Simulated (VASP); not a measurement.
# Li in VASP: single point with PBE

Aim: the single point of Li with PBE.

Program: VASP 6.6.1. These are calculated values, not measurements. Logs are shortened: lines on timing, memory, paths and dates and some standing lists are left out, and cuts for length are marked.

### 1 The cell of the first run

The cell holds a slab with vacuum, 24 atoms: a = 18.327 Å, b = 3.054 Å, c = 20.639 Å, α = 90.00°, β = 90.00°, γ = 90.00°.

### 2 Single point, PBE

The input, INCAR:

```
SYSTEM = Li
PREC = Accurate
ENCUT = 520
EDIFF = 1E-6
ISMEAR = 0
SIGMA = 0.1
LREAL = Auto
LASPH = .True.
NELM = 60
ALGO = Normal
ISIF = 2
LWAVE = .False.
LCHARG = .False.
LDIPOL = .True.
IDIPOL = 3
DIPOL = 0.5 0.5 0.230
GGA = PE
NBANDS = 54
```

The input, KPOINTS:

```
Automatic mesh
0
Gamma
  2 12 1
  0 0 0
```

The input, POSCAR:

```
Li
1.0
   18.3269537206      0.0000000000      0.0000000000
    0.0000000000      3.0544922868      0.0000000000
    0.0000000000      0.0000000000     20.6394088362
Li
24
Direct
    0.0000000000      0.0000000000      0.0726765002
    0.0833333333      0.5000000000      0.1773234998
    0.1666666667      1.0000000000      0.0726765002
    0.2500000000      0.5000000000      0.1773234998
    0.3333333333      1.0000000000      0.0726765002
    0.4166666667      0.5000000000      0.1773234998
    0.5000000000      1.0000000000      0.0726765002
    0.5833333333      0.5000000000      0.1773234998
    0.6666666667      1.0000000000      0.0726765002
    0.7500000000      0.5000000000      0.1773234998
    0.8333333333      1.0000000000      0.0726765002
    0.9166666667      0.5000000000      0.1773234998
    0.0000000000      0.0000000000      0.2837020268
    0.0833333333      0.5000000000      0.3872620666
    0.1666666667      1.0000000000      0.2837020268
    0.2500000000      0.5000000000      0.3872620666
    0.3333333333      1.0000000000      0.2837020268
    0.4166666667      0.5000000000      0.3872620666
    0.5000000000      1.0000000000      0.2837020268
    0.5833333333      0.5000000000      0.3872620666
    0.6666666667      1.0000000000      0.2837020268
    0.7500000000      0.5000000000      0.3872620666
    0.8333333333      1.0000000000      0.2837020268
    0.9166666667      0.5000000000      0.3872620666
```

Potentials or basis: VASP PAW PBE potentials, release 64 (Li_sv).

On the command line:

```console
cat potpaw_PBE.64/Li_sv/POTCAR > POTCAR
mpirun -np 1 vasp_std > vasp.out
```

OUTCAR:

```text
SYSTEM = Li
   PREC = Accurate
   ENCUT = 520
   EDIFF = 1E-6
   ISMEAR = 0
   LREAL = Auto
   LASPH = .True.
   NELM = 60
   ISIF = 2
   GGA = PE

 ion  position               nearest neighbor table
   1  0.000  0.000  0.073-
   2  0.083  0.500  0.177-
   3  0.167  0.000  0.073-
   4  0.250  0.500  0.177-
   5  0.333  0.000  0.073-
   6  0.417  0.500  0.177-
[... 16 lines left out ...]
  23  0.833  0.000  0.284-
  24  0.917  0.500  0.387-

  LATTYP: Found a simple orthorhombic cell.
 ALAT       =     3.0544922868
 B/A-ratio  =     5.9999999999
 C/A-ratio  =     6.7570669356

  Lattice vectors:

 A1 = (   0.0000000000,  -3.0544922868,   0.0000000000)
 A2 = (  18.3269537206,   0.0000000000,   0.0000000000)
 A3 = (   0.0000000000,   0.0000000000,  20.6394088362)

Analysis of symmetry for initial positions (statically):
=====================================================================
 Subroutine PRICEL returns following result:

  LATTYP: Found a simple tetragonal cell.
 ALAT       =     3.0544922874
 C/A-ratio  =     6.7570669343

  Lattice vectors:

 A1 = (   3.0544922874,   0.0000000000,   0.0000000000)
 A2 = (   0.0000000000,   3.0544922868,   0.0000000000)
 A3 = (   0.0000000000,   0.0000000000,  20.6394088362)

   6 primitive cells build up your supercell.

 Routine SETGRP: Setting up the symmetry group for a
 simple orthorhombic supercell.

 Subroutine GETGRP returns: Found  4 space group operations
 (whereof  4 operations were pure point group operations)
 out of a pool of  8 trial point group operations.

The static configuration has the point symmetry C_2v.

Analysis of symmetry for dynamics (positions and initial velocities):
=====================================================================
 Subroutine PRICEL returns following result:

  LATTYP: Found a simple tetragonal cell.
 ALAT       =     3.0544922874
 C/A-ratio  =     6.7570669343

  Lattice vectors:

 A1 = (   3.0544922874,   0.0000000000,   0.0000000000)
 A2 = (   0.0000000000,   3.0544922868,   0.0000000000)
 A3 = (   0.0000000000,   0.0000000000,  20.6394088362)

   6 primitive cells build up your supercell.

 Routine SETGRP: Setting up the symmetry group for a
 simple orthorhombic supercell.

 Subroutine GETGRP returns: Found  4 space group operations
 (whereof  4 operations were pure point group operations)
 out of a pool of  8 trial point group operations.

The dynamic configuration has the point symmetry C_2v.

 Subroutine INISYM returns: Found  4 space group operations
 (whereof  4 operations are pure point group operations),
 and found     6 'primitive' translations

----------------------------------------------------------------------------------------

                                     Primitive cell

  volume of cell :     192.5641

  direct lattice vectors                    reciprocal lattice vectors
     3.054492287  0.000000000  0.000000000     0.327386651  0.000000000  0.000000000
     0.000000000  3.054492287  0.000000000     0.000000000  0.327386651  0.000000000
     0.000000000  0.000000000 20.639408836     0.000000000  0.000000000  0.048451000

  length of vectors
     3.054492287  3.054492287 20.639408836     0.327386651  0.327386651  0.048451000

  position of ions in fractional coordinates (direct lattice)
     0.000000000  0.000000000  0.072676500
     0.500000000  0.500000000  0.177323500
     0.000000000  0.000000000  0.283702027
     0.500000000  0.500000000  0.387262067

  ion indices of the primitive-cell ions
   primitive index   ion index
                 1           1
                 2           2
                 3          13
                 4          14

----------------------------------------------------------------------------------------

 KPOINTS: Automatic mesh

Automatic generation of k-mesh.
 Grid dimensions read from file:
 generate k-points for:    2   12    1

 Generating k-lattice:

  Cartesian coordinates                     Fractional coordinates (reciprocal lattice)
     0.027282221  0.000000000  0.000000000     0.500000000  0.000000000  0.000000000
     0.000000000  0.027282221  0.000000000     0.000000000  0.083333333  0.000000000
     0.000000000  0.000000000  0.048451000     0.000000000  0.000000000  1.000000000

  Length of vectors
     0.027282221  0.027282221  0.048451000

  Shift w.r.t. Gamma in fractional coordinates (k-lattice)
     0.000000000  0.000000000  0.000000000

 Subroutine IBZKPT returns following result:
 ===========================================

 Found     14 irreducible k-points:

 Following reciprocal coordinates:
            Coordinates               Weight
  0.000000  0.000000  0.000000      1.000000
  0.500000  0.000000  0.000000      1.000000
  0.000000  0.083333  0.000000      2.000000
  0.500000  0.083333  0.000000      2.000000
  0.000000  0.166667  0.000000      2.000000
  0.500000  0.166667  0.000000      2.000000
  0.000000  0.250000  0.000000      2.000000
  0.500000  0.250000  0.000000      2.000000
  0.000000  0.333333  0.000000      2.000000
  0.500000  0.333333  0.000000      2.000000
  0.000000  0.416667  0.000000      2.000000
  0.500000  0.416667  0.000000      2.000000
  0.000000  0.500000  0.000000      1.000000
  0.500000  0.500000  0.000000      1.000000
   k-points           NKPTS =     14   k-points in BZ     NKDIM =     14   number of bands    NBANDS=     54
   number of dos      NEDOS =    301   number of ions     NIONS =     24
   total plane-waves  NPLWV = 537600
   dimension x,y,z NGX =   140 NGY =   24 NGZ =  160
   dimension x,y,z NGXF=   280 NGYF=   48 NGZF=  320
   ions per type =              24
   NGX,Y,Z   is equivalent  to a cutoff of  12.70, 13.06, 12.89 a.u.
   NGXF,Y,Z  is equivalent  to a cutoff of  25.40, 26.12, 25.78 a.u.
 SYSTEM =  Li
   PREC   = accura    normal or accurate (medium, high low for compatibility)
   ISTART =      0    job   : 0-new  1-cont  2-samecut
   ICHARG =      2    charge: 1-file 2-atom 10-const
   ISPIN  =      1    spin polarized calculation?
   LNONCOLLINEAR =      F non collinear calculations
   LSORBIT =      F    spin-orbit coupling
   LASPH  =      T    aspherical Exc in radial PAW
   ENCUT  =  520.0 eV  38.22 Ry    6.18 a.u.  34.08  5.68 38.38*2*pi/ulx,y,z
   NELM   =     60;   NELMIN=  2; NELMDL= -5     # of ELM steps
   EDIFF  = 0.1E-05   stopping-criterion for ELM
   LREAL  =      T    real-space projection
   EDIFFG = 0.1E-04   stopping-criterion for IOM
   NSW    =      0    number of steps for IOM
   IBRION =     -1    ionic relax: 0-MD 1-quasi-New 2-CG
   NFREE  =      0    steps in history (QN), initial steepest desc. (CG)
   ISIF   =      2    stress and relaxation
   ISYM   =      2    0-nonsym 1-usesym 2-fastsym
   POTIM  = 0.5000    time-step for ionic-motion
   TEBEG  =    0.0;   TEEND  =   0.0 temperature during run
   PSTRESS=    0.0 pullay stress
   NELECT =      72.0000    total number of electrons
   NUPDOWN=      -1.0000    fix difference up-down
   EMIN   =  10.00;   EMAX   =-10.00  energy-range for DOS
   EFERMI =   0.00;   METHOD = LEGACY
   ISMEAR =     0;   SIGMA  =   0.10  broadening in eV -4-tet -1-fermi 0-gaus
   EFERMI_NEDOS =   21; number of points for ismear=-14 and -15
   IALGO  =     38    algorithm
   IMIX   =      4    mixing-type and parameters
     AMIX     =   0.40;   BMIX     =  1.00
     AMIX_MAG =   1.60;   BMIX_MAG =  1.00
  volume/ion in A,a.u.               =      48.14       324.87
  Fermi-wavevector in a.u.,A,eV,Ry     =   0.649048  1.226523  5.731635  0.421263
  Thomas-Fermi vector in A             =   1.717878
   LORBIT       =      0    0 simple, 1 ext, 2 COOP (PROOUT), +10 PAW based schemes
   GGA     = PE    functional components
   LHFCALC =     F    Hartree Fock is set to
   AEXX    =    0.0000 exact exchange contribution
   IVDW    =     0    specifies the selected vdW correction
   LEPSILON=     F    determine dielectric tensor
   LRPA    =     F    only Hartree local field effects (RPA)
 non-spin polarized calculation
 Gauss-broadening in eV      SIGMA  =   0.10
  energy-cutoff  :      520.00
  volume of cell :     1155.38
 maximum number of plane-waves:     31191
 NGX is ok and might be reduce to   140
   NGX = 69   NGY = 11   NGZ = 77

 dipolmoment           0.000000      0.000000      0.000824 electrons x Angstroem

 number of electron      72.0000070 magnetization

 dipolmoment           0.000000      0.000000     -0.000616 electrons x Angstroem

 Free energy of the ion-electron system (eV)
  ---------------------------------------------------
  ext. energy  EPLUGINS =         0.00000000
  ---------------------------------------------------
  free energy    TOTEN  =       -42.45385237 eV

  energy without entropy =      -42.37413693  energy(sigma->0) =      -42.41399465

 E-fermi :  -1.3705     XC(G=0):  -3.7852

 val. band max:       -1.3905226334   @ k =   0.0000   0.5000   0.0000
 cond. band min:      -1.3623200116   @ k =   0.0000   0.0833   0.0000
 fundamental gap:      0.0282026218
 Fermi energy:        -1.3705146460

 k-point     1 :       0.0000    0.0000    0.0000
  band No.  band energies     occupation
      1     -48.4818      2.00000
      2     -48.4803      2.00000
      3     -48.4803      2.00000
      4     -48.4773      2.00000
      5     -48.4773      2.00000
      6     -48.4757      2.00000
[... 40 lines left out ...]
     47      -0.4948      0.00000
     48      -0.3092      0.00000

 k-point     2 :       0.5000    0.0000    0.0000
  band No.  band energies     occupation
      1     -48.4814      2.00000
      2     -48.4814      2.00000
      3     -48.4788      2.00000
      4     -48.4788      2.00000
      5     -48.4761      2.00000
      6     -48.4761      2.00000
[... 604 lines left out ...]
 k-point    14 :       0.5000    0.5000    0.0000
  band No.  band energies     occupation
      1     -48.4753      2.00000
      2     -48.4753      2.00000
      3     -48.4728      2.00000
      4     -48.4728      2.00000
      5     -48.4703      2.00000
      6     -48.4703      2.00000
[... 40 lines left out ...]
     47       0.9168      0.00000
     48       0.9168      0.00000
 [bands above 48 left out]

------------------------ aborting loop because EDIFF is reached ----------------------------------------

 vacuum level on the upper side and lower side of the slab       (xc-potential included)        -0.209        -0.205

  FORCE on cell =-STRESS in cart. coord.  units (eV):
  Direction    XX          YY          ZZ          XY          YZ          ZX
  --------------------------------------------------------------------------------------
  -------------------------------------------------------------------------------------
  Total       -1.6762130     -1.6628785     -0.3282015      0.0000000      0.0000000      0.0000000
  in kB       -2.3244125     -2.3059216     -0.4551186      0.0000000      0.0000000      0.0000000
  external PRESSURE =      -1.6951509 kB  Pullay stress =       0.0000000 kB

 VOLUME and BASIS-vectors are now :
 -----------------------------------------------------------------------------
  energy-cutoff  :      520.00
  volume of cell :     1155.38
      direct lattice vectors                 reciprocal lattice vectors
    18.326953721  0.000000000  0.000000000     0.054564442  0.000000000  0.000000000
     0.000000000  3.054492287  0.000000000     0.000000000  0.327386651  0.000000000
     0.000000000  0.000000000 20.639408836     0.000000000  0.000000000  0.048451000

 POSITION                                       TOTAL-FORCE (eV/Angst)
 -----------------------------------------------------------------------------------
      0.00000      0.00000      1.50000         0.000000     -0.000000      0.007630
      1.52725      1.52725      3.65985         0.000000     -0.000000     -0.009523
      3.05449      0.00000      1.50000         0.000000     -0.000000      0.007630
      4.58174      1.52725      3.65985         0.000000      0.000000     -0.009523
      6.10898      0.00000      1.50000         0.000000     -0.000000      0.007630
      7.63623      1.52725      3.65985         0.000000      0.000000     -0.009523
[... 16 lines left out ...]
     15.27246      0.00000      5.85544        -0.000000     -0.000000     -0.005356
     16.79971      1.52725      7.99286         0.000000     -0.000000      0.007248
 -----------------------------------------------------------------------------------
    total drift:                                0.000000      0.000000     -0.001930

  FREE ENERGIE OF THE ION-ELECTRON SYSTEM (eV)
  ---------------------------------------------------
  free  energy   TOTEN  =       -42.4538523698 eV

  energy  without entropy=      -42.3741369336  energy(sigma->0) =      -42.41399465

 vacuum level on the upper side and lower side of the slab         1.492         1.498
```

It took 64 min on 1 thread of Intel Xeon 8259CL, shared host; peak memory 1.2 GiB.

Results:

- Free energy: -42.4539 eV
- Largest force: 0.010 eV/Å
- Band gap on the k mesh: zero (bands 36 and 37 overlap by 1.70 eV)

Forces on the atoms (eV/Å):
```
Li   0.000  0.000  0.008
Li   0.000  0.000 -0.010
Li   0.000  0.000  0.008
Li   0.000  0.000 -0.010
Li   0.000  0.000  0.008
Li   0.000  0.000 -0.010
Li   0.000  0.000  0.008
Li   0.000  0.000 -0.010
Li   0.000  0.000  0.008
Li   0.000  0.000 -0.010
Li   0.000  0.000  0.008
Li   0.000  0.000 -0.010
Li   0.000  0.000 -0.005
Li   0.000  0.000  0.007
Li   0.000  0.000 -0.005
Li   0.000  0.000  0.007
Li   0.000  0.000 -0.005
Li   0.000  0.000  0.007
Li   0.000  0.000 -0.005
Li   0.000  0.000  0.007
Li   0.000  0.000 -0.005
Li   0.000  0.000  0.007
Li   0.000  0.000 -0.005
Li   0.000  0.000  0.007
```

Caveat: the cutoff is under 1.25 times the usual one of these potentials, so pressure, stress and relaxed cells hold a basis-set (Pulay) error.

The gap in the log of VASP goes by the Fermi energy; the results here count the filled bands.